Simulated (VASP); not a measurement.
## Ti: single point with PBE

Crystal: Ti.

```xyz
1
Lattice="-1.6679 1.6679 1.6679 1.6679 -1.6679 1.6679 1.6679 1.6679 -1.6679" Properties=species:S:1:pos:R:3 pbc="T T T"
Ti    0.0000    0.0000    0.0000
```

This cell differs from its parent crystal: volume scaled by 1.05.

| Property | Result |
| --- | --- |
| Program | VASP 6.6.1 |
| Task | single point |
| Functional | PBE |
| Potentials or basis | VASP PAW PBE potentials, release 64 (Ti_sv) |
| Cutoff | 520 eV |
| k mesh | 14 × 14 × 14 |
| Occupations | fermi-dirac, width 0.05 eV |
| Spin | no spin polarisation |

```
Pressure               : -6.9 GPa
Band gap on the k mesh : zero (band 6 reaches 8.34 eV, above the bottom of band 7 at 6.79 eV)
```

Levels at points of the mesh, in eV from the Fermi level:
| k point | band 3 | band 4 | band 5 | band 6 | band 7 | band 8 | band 9 | band 10 |
| --- | --- | --- | --- | --- | --- | --- | --- | --- |
| (0.00, 0.00, 0.00) | -32.59 | -32.59 | -5.80 | 0.93 | 0.93 | 0.93 | 2.55 | 2.55 |
| (0.50, 0.00, 0.00) | -32.76 | -32.59 | -2.29 | -0.33 | 0.96 | 2.52 | 2.84 | 3.92 |
| (0.50, 0.50, 0.50) | -32.96 | -32.96 | -1.89 | -1.89 | 3.60 | 3.60 | 3.60 | 7.86 |

Run time: 8.5 s on 1 thread of Intel(R) Xeon(R) 6975P-C (Granite Rapids), with other jobs on the host, peak memory 0.14 GiB.
